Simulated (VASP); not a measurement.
# Sb (P6_3/mmc) in VASP: further runs, part 2 of 2

VASP 6.6.1. The steps go on from the part before.

## Step 3: Electric field gradients, PBEsol (volume scaled by 0.94)

File INCAR:

```
PREC = Accurate ; ENCUT = 520
EDIFF = 1E-8 ; ISMEAR = -1
SIGMA = 0.05 ; LREAL = F
LASPH = T ; NELM = 60
ALGO = Normal ; ISIF = 2
LWAVE = F ; LCHARG = F
GGA = PS ; LEFG = T
NBANDS = 12
```

File KPOINTS:

```
regular mesh
0
Gamma
  12 12 7
```

File POSCAR:

```
Sb
1.0
    3.3002257761      0.0000000000      0.0000000000
   -1.6501128881      2.8580793603      0.0000000000
    0.0000000000      0.0000000000      5.2211939594
Sb
2
Direct
    0.3333333333      0.6666666667      0.2500000000
    0.6666666667      0.3333333333      0.7500000000
```

Potentials or basis: VASP PAW PBE potentials, release 64 (Sb).

Command:

```
$ cat potpaw_PBE.64/Sb/POTCAR > POTCAR
$ mpirun -np 1 vasp_std > vasp.out
```

OUTCAR:

```text
PREC = Accurate
   ENCUT = 520
   EDIFF = 1E-8
   ISMEAR = -1
   LREAL = F
   LASPH = T
   NELM = 60
   ISIF = 2
   GGA = PS

 ion  position               nearest neighbor table
   1  0.333  0.667  0.250-   2 3.23   2 3.23   2 3.23   2 3.23   2 3.23   2 3.23
   2  0.667  0.333  0.750-   1 3.23   1 3.23   1 3.23   1 3.23   1 3.23   1 3.23

  LATTYP: Found a hexagonal cell.
 ALAT       =     3.3002257761
 C/A-ratio  =     1.5820717471

  Lattice vectors:

 A1 = (   3.3002257761,   0.0000000000,   0.0000000000)
 A2 = (  -1.6501128881,   2.8580793603,   0.0000000000)
 A3 = (   0.0000000000,   0.0000000000,   5.2211939594)

Analysis of symmetry for initial positions (statically):
=====================================================================
 Subroutine PRICEL returns:
 Original cell was already a primitive cell.

 Routine SETGRP: Setting up the symmetry group for a
 hexagonal supercell.

 Subroutine GETGRP returns: Found 24 space group operations
 (whereof 12 operations were pure point group operations)
 out of a pool of 24 trial point group operations.

The static configuration has the point symmetry D_3d.
 The point group associated with its full space group is D_6h.

Analysis of symmetry for dynamics (positions and initial velocities):
=====================================================================
 Subroutine PRICEL returns:
 Original cell was already a primitive cell.

 Routine SETGRP: Setting up the symmetry group for a
 hexagonal supercell.

 Subroutine GETGRP returns: Found 24 space group operations
 (whereof 12 operations were pure point group operations)
 out of a pool of 24 trial point group operations.
[... 506 lines left out ...]
      3       5.1201      2.00000
      4       6.5629      2.00000
      5       8.6641      2.00000
      6      10.3824      0.00000
      7      12.2894      0.00000
      8      13.8163      0.00000
      9      14.5445      0.00000
     10      17.0219      0.00000
     11      18.8644      0.00000
     12      19.6784      0.00000

 [... further k-points ...]

------------------------ aborting loop because EDIFF is reached ----------------------------------------

  FORCE on cell =-STRESS in cart. coord.  units (eV):
  Direction    XX          YY          ZZ          XY          YZ          ZX
  --------------------------------------------------------------------------------------
  -------------------------------------------------------------------------------------
  Total        1.5570087      1.5570087      1.1801552     -0.0000000     -0.0000000      0.0000000
  in kB       50.6540134     50.6540134     38.3938734     -0.0000000     -0.0000000      0.0000000
  external PRESSURE =      46.5673001 kB  Pullay stress =       0.0000000 kB

 VOLUME and BASIS-vectors are now :
 -----------------------------------------------------------------------------
  energy-cutoff  :      520.00
  volume of cell :       49.25
      direct lattice vectors                 reciprocal lattice vectors
     3.300225776  0.000000000  0.000000000     0.303009572  0.174942658  0.000000000
    -1.650112888  2.858079360  0.000000000     0.000000000  0.349885316  0.000000000
     0.000000000  0.000000000  5.221193959     0.000000000  0.000000000  0.191527074

 POSITION                                       TOTAL-FORCE (eV/Angst)
 -----------------------------------------------------------------------------------
     -0.00000      1.90539      1.30530         0.000000     -0.000000      0.000000
      1.65011      0.95269      3.91590        -0.000000      0.000000      0.000000
 -----------------------------------------------------------------------------------
    total drift:                               -0.000000      0.000000      0.000000

  FREE ENERGIE OF THE ION-ELECTRON SYSTEM (eV)
  ---------------------------------------------------
  free  energy   TOTEN  =        -8.6394495811 eV

  energy  without entropy=       -8.6280395763  energy(sigma->0) =       -8.63374458

 Electric field gradients (V/A^2)
---------------------------------------------------------------------
 ion       V_xx      V_yy      V_zz      V_xy      V_xz      V_yz
---------------------------------------------------------------------
   1      -9.251    -9.251    18.501    -0.000     0.000    -0.000
   2      -9.251    -9.251    18.501    -0.000    -0.000     0.000
---------------------------------------------------------------------

 Electric field gradients after diagonalization (V/A^2)
 (convention: |V_zz| > |V_xx| > |V_yy|)
----------------------------------------------------------------------
 ion       V_xx      V_yy      V_zz     asymmetry (V_yy - V_xx)/ V_zz
----------------------------------------------------------------------
   1      -9.251    -9.251    18.501       0.000
   2      -9.251    -9.251    18.501       0.000
----------------------------------------------------------------------

           NMR quadrupolar parameters

 Cq : quadrupolar parameter    Cq=e*Q*V_zz/h
 eta: asymmetry parameters     (V_yy - V_xx)/ V_zz
 Q  : nuclear electric quadrupole moment in mb (millibarn)
----------------------------------------------------------------------
 ion       Cq(MHz)       eta       Q (mb)
----------------------------------------------------------------------
   1       0.045       0.000       1.000
   2       0.045       0.000       1.000
----------------------------------------------------------------------
```

OSZICAR:

```text
N       E                     dE             d eps       ncg     rms          rms(c)
DAV:   1     0.345686044693E+02    0.34569E+02   -0.36468E+03  1824   0.669E+02
DAV:   2    -0.684613289511E+01   -0.41415E+02   -0.40003E+02  2420   0.110E+02
DAV:   3    -0.863901839383E+01   -0.17929E+01   -0.17643E+01  2304   0.257E+01
DAV:   4    -0.865268520525E+01   -0.13667E-01   -0.13663E-01  2100   0.270E+00
DAV:   5    -0.865283007362E+01   -0.14487E-03   -0.14487E-03  2200   0.306E-01    0.276E+00
DAV:   6    -0.864434196709E+01    0.84881E-02   -0.25365E-03  2068   0.242E-01    0.159E+00
DAV:   7    -0.863946360752E+01    0.48784E-02   -0.51087E-03  1940   0.343E-01    0.307E-02
DAV:   8    -0.863945076584E+01    0.12842E-04   -0.66606E-05  2188   0.592E-02    0.145E-02
DAV:   9    -0.863945019392E+01    0.57192E-06   -0.14393E-06  2048   0.892E-03    0.375E-03
DAV:  10    -0.863944995309E+01    0.24084E-06   -0.14878E-07  2144   0.216E-03    0.254E-03
DAV:  11    -0.863944957172E+01    0.38136E-06   -0.41298E-09  1516   0.477E-04    0.925E-05
DAV:  12    -0.863944958545E+01   -0.13722E-07   -0.65424E-10  1112   0.187E-04    0.606E-05
DAV:  13    -0.863944958110E+01    0.43459E-08   -0.11283E-10  1024   0.815E-05
   1 F= -.86394496E+01 E0= -.86337446E+01  d E =-.114100E-01
```

Run time: 16 s. Hardware: 1 thread of Intel Xeon 6975P-C (Granite Rapids), shared host; peak memory 0.19 GiB.

What came out:

```
Free energy            : -8.6394 eV
Pressure               : 4.7 GPa
Band gap on the k mesh : zero (band 5 reaches 13.95 eV, above the bottom of band 6 at 6.40 eV)
```

Stress tensor (GPa, compression positive):
```
5.07 0.00 0.00
0.00 5.07 0.00
0.00 0.00 3.84
```

Electric field gradients, principal values (V/Å²):
```csv
atom,least,middle,greatest (by size)
1 Sb,-9.251,-9.251,18.501
2 Sb,-9.251,-9.251,18.501
```

Caveat: without QUAD_EFG the Cq values of the log hold for a quadrupole moment of 1 mb, not for the nuclei; the PAW data sets were made with another functional, which shifts forces and pressure a little; spin-orbit coupling is left out, which moves the levels of the heavy elements.

## Step 4: Electric field gradients, PBEsol (volume scaled by 0.98)

File INCAR:

```
PREC = Accurate
ENCUT = 520
EDIFF = 1E-8
ISMEAR = -1
SIGMA = 0.05
LREAL = False
LASPH = True
NELM = 100
ALGO = Normal
ISIF = 2
LWAVE = False
LCHARG = False
GGA = PS
LEFG = True
NBANDS = 12
```

File KPOINTS:

```
Automatic mesh
0
Gamma
  12 12 7
```

File POSCAR:

```
Sb
1.0
    3.3463887588      0.0000000000      0.0000000000
   -1.6731943794      2.8980576760      0.0000000000
    0.0000000000      0.0000000000      5.2942271101
Sb
2
Direct
    0.3333333333      0.6666666667      0.2500000000
    0.6666666667      0.3333333333      0.7500000000
```

Potentials or basis: VASP PAW PBE potentials, release 64 (Sb).

Command:

```
$ cat potpaw_PBE.64/Sb/POTCAR > POTCAR
$ mpirun -np 1 vasp_std > vasp.out
```

OUTCAR:

```text
PREC = Accurate
   ENCUT = 520
   EDIFF = 1E-8
   ISMEAR = -1
   LREAL = False
   LASPH = True
   NELM = 100
   ISIF = 2
   GGA = PS

 ion  position               nearest neighbor table
   1  0.333  0.667  0.250-   2 3.28   2 3.28   2 3.28   2 3.28   2 3.28   2 3.28
   2  0.667  0.333  0.750-   1 3.28   1 3.28   1 3.28   1 3.28   1 3.28   1 3.28

  LATTYP: Found a hexagonal cell.
 ALAT       =     3.3463887588
 C/A-ratio  =     1.5820717471

  Lattice vectors:

 A1 = (   3.3463887588,   0.0000000000,   0.0000000000)
 A2 = (  -1.6731943794,   2.8980576760,   0.0000000000)
 A3 = (   0.0000000000,   0.0000000000,   5.2942271101)

Analysis of symmetry for initial positions (statically):
[... 35 lines left out ...]
                                     Primitive cell

  volume of cell :      51.3436

  direct lattice vectors                    reciprocal lattice vectors
     3.346388759  0.000000000  0.000000000     0.298829596  0.172529348  0.000000000
[... 516 lines left out ...]
  volume of cell :       51.34
      direct lattice vectors                 reciprocal lattice vectors
     3.346388759  0.000000000  0.000000000     0.298829596  0.172529348  0.000000000
    -1.673194379  2.898057676  0.000000000     0.000000000  0.345058695  0.000000000
     0.000000000  0.000000000  5.294227110     0.000000000  0.000000000  0.188884983

 POSITION                                       TOTAL-FORCE (eV/Angst)
 -----------------------------------------------------------------------------------
     -0.00000      1.93204      1.32356        -0.000000      0.000000      0.000000
      1.67319      0.96602      3.97067         0.000000     -0.000000      0.000000
 -----------------------------------------------------------------------------------
    total drift:                               -0.000000      0.000000      0.000000

  FREE ENERGIE OF THE ION-ELECTRON SYSTEM (eV)
  ---------------------------------------------------
  free  energy   TOTEN  =        -8.6775915456 eV

  energy  without entropy=       -8.6668754313  energy(sigma->0) =       -8.67223349

 Electric field gradients (V/A^2)
---------------------------------------------------------------------
 ion       V_xx      V_yy      V_zz      V_xy      V_xz      V_yz
---------------------------------------------------------------------
   1      -9.973    -9.973    19.946    -0.000     0.000    -0.000
   2      -9.973    -9.973    19.946    -0.000    -0.000     0.000
---------------------------------------------------------------------

 Electric field gradients after diagonalization (V/A^2)
 (convention: |V_zz| > |V_xx| > |V_yy|)
----------------------------------------------------------------------
 ion       V_xx      V_yy      V_zz     asymmetry (V_yy - V_xx)/ V_zz
----------------------------------------------------------------------
   1      -9.973    -9.973    19.946       0.000
   2      -9.973    -9.973    19.946       0.000
----------------------------------------------------------------------

           NMR quadrupolar parameters

 Cq : quadrupolar parameter    Cq=e*Q*V_zz/h
 eta: asymmetry parameters     (V_yy - V_xx)/ V_zz
 Q  : nuclear electric quadrupole moment in mb (millibarn)
----------------------------------------------------------------------
 ion       Cq(MHz)       eta       Q (mb)
----------------------------------------------------------------------
   1       0.048       0.000       1.000
   2       0.048       0.000       1.000
----------------------------------------------------------------------
```

stdout:

```text
POSCAR found type information on POSCAR Sb
 POSCAR found :  1 types and       2 ions
 scaLAPACK will be used
 -----------------------------------------------------------------------------
|                                                                             |
|                                                                             |
|     You enforced a specific xc type in the INCAR file but a different       |
|     I HOPE YOU KNOW WHAT YOU ARE DOING!                                     |
|                                                                             |
 -----------------------------------------------------------------------------

 LDA part: xc-table for (Slater+PW92), standard interpolation
 POSCAR, INCAR and KPOINTS ok, starting setup
 FFT: planning ... GRIDC
 FFT: planning ... GRID_SOFT
 FFT: planning ... GRID
 WAVECAR not read
 entering main loop
ion   1

ion   2
```

Run time: 16 s. Hardware: 1 thread of Intel Xeon 6975P-C (Granite Rapids), shared host; peak memory 0.19 GiB.

Results:

| Quantity | Value |
| --- | --- |
| Free energy | -8.6776 eV |
| Pressure | 1.3 GPa |
| Band gap on the k mesh | zero (band 5 reaches 13.15 eV, above the bottom of band 6 at 5.99 eV) |

Stress tensor (GPa, compression positive):
```
1.71 0.00 0.00
0.00 1.71 0.00
0.00 0.00 0.44
```

Electric field gradients, principal values (V/Å²):
```
atom   least  middle  greatest (by size)
1 Sb  -9.973  -9.973              19.946
2 Sb  -9.973  -9.973              19.946
```

Caveat: without QUAD_EFG the Cq values of the log hold for a quadrupole moment of 1 mb, not for the nuclei; the PAW data sets were made with another functional, which shifts forces and pressure a little; spin-orbit coupling is left out, which moves the levels of the heavy elements.
